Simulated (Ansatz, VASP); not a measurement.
## Two plane-wave programs on C

File INCAR:

```
SYSTEM = C
  PREC = Accurate
  ENCUT = 520
  EDIFF = 1E-6
  ISMEAR = 0
  SIGMA = 0.05
  LREAL = .FALSE.
  LASPH = .TRUE.
  NELM = 100
  ALGO = Normal
  ISIF = 2
  LWAVE = .FALSE.
  LCHARG = .FALSE.
  GGA = PE
  IVDW = 12
  NBANDS = 11
```

KPOINTS

```
Automatic mesh
0
G
  15 15 15
  0 0 0
```

POSCAR

```
C
1.0
    1.2324809262      0.7115731945      3.3609366220
   -1.2324809262      0.7115731945      3.3609366220
    0.0000000000     -1.4231463891      3.3609366220
C
2
Direct
    0.1536602991      0.1536602991      0.1642003252
    0.8463397009      0.8463397009      0.8357996748
```

Input for Ansatz:

```yaml
crystal:
  lattice:
    - [1.2324809262, 0.7115731945, 3.360936622]
    - [-1.2324809262, 0.7115731945, 3.360936622]
    - [0.0, -1.4231463891, 3.360936622]
  atoms:
    - { symbol: C, position: [0.1536602991, 0.1536602991, 0.1642003252] }
    - { symbol: C, position: [0.8463397009, 0.8463397009, 0.8357996748] }
basis:
  ecutwfc: 520.0
kpoints:
  mp_grid: { grid: [15, 15, 15] }
hamiltonian:
  xc: pbe
  pseudopotentials: { kind: paw, azcp: { folder: soft_1 } }
  dispersion: d3bj
scf:
  occupations: { method: gaussian, width: 0.05 }
output:
  forces: true
  stress: true
  eigenvalues: true
```

Change from the starting cell: mode 4 frozen in at -0.095 Å and mode 6 at -0.015 Å (largest displacements).

Alike in both runs: task single point; functional PBE; dispersion D3(BJ); k mesh 15 × 15 × 15; occupations gaussian, width 0.05 eV; no spin polarisation.

|  | VASP | Ansatz |
| --- | --- | --- |
| version | VASP 6.6.1 | Ansatz 0.2.0 |
| potentials or method | VASP PAW PBE potentials, release 64 (C), cutoff 520 eV | scalar-relativistic, plane waves, PAW |
| valence electrons in the cell | 8 | 8 |

|  | VASP | Ansatz | Ansatz less VASP |
| --- | --- | --- | --- |
| gap on the k mesh at the Fermi level (eV) | 0.56 | 0.56 | 0.000 |
| least direct gap on the mesh (eV) | 0.62 | 0.62 | 0.000 |
| pressure (GPa) | -1.3 | -1.7 | -0.46 |
| traceless stress, the component that is largest in VASP (GPa) | 5.23 | 4.92 | -0.313 |
| rms of the force components (eV/Å) | 2.014 | 2.020 | +0.0057 |

Atom by atom the forces differ by 0.008 eV/Å (rms over components).
